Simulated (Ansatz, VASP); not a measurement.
# SrCl2: VASP beside Ansatz

```xyz
3
Lattice="0.0000 3.5343 3.5343 3.5343 0.0000 3.5343 3.5343 3.5343 0.0000" Properties=species:S:1:pos:R:3 pbc="T T T"
Sr    0.0000    0.0000    0.0000
Cl    5.3014    5.3014    5.3014
Cl    1.7671    1.7671    1.7671
```

Alike in both runs: task single point; functional LDA; k mesh 7 × 7 × 7; occupations fermi-dirac, width 0.05 eV; no spin polarisation.

|  | VASP | Ansatz |
| --- | --- | --- |
| version | VASP 6.6.1 | Ansatz 0.2.0 |
| potentials or method | VASP PAW LDA potentials, release 64 (Sr_sv, Cl) | Ansatz PAW |
| plane-wave cutoff (eV) | 520 | 420 |
| valence electrons in the cell | 24 | 24 |

|  | VASP | Ansatz | Ansatz less VASP |
| --- | --- | --- | --- |
| gap on the k mesh at the Fermi level (eV) | 4.78 | 4.77 | -0.007 |
| least direct gap on the mesh (eV) | 5.07 | 5.06 | -0.009 |
| pressure (GPa) | -3.8 | -3.9 | -0.10 |

LDA's correlation is that of Perdew and Zunger in VASP and of Perdew and Wang (1992) in Ansatz.

Noted on Ansatz's run: odd divisions of the mesh miss points on the zone boundary, where band edges often lie, so the gap on the mesh can be too wide.
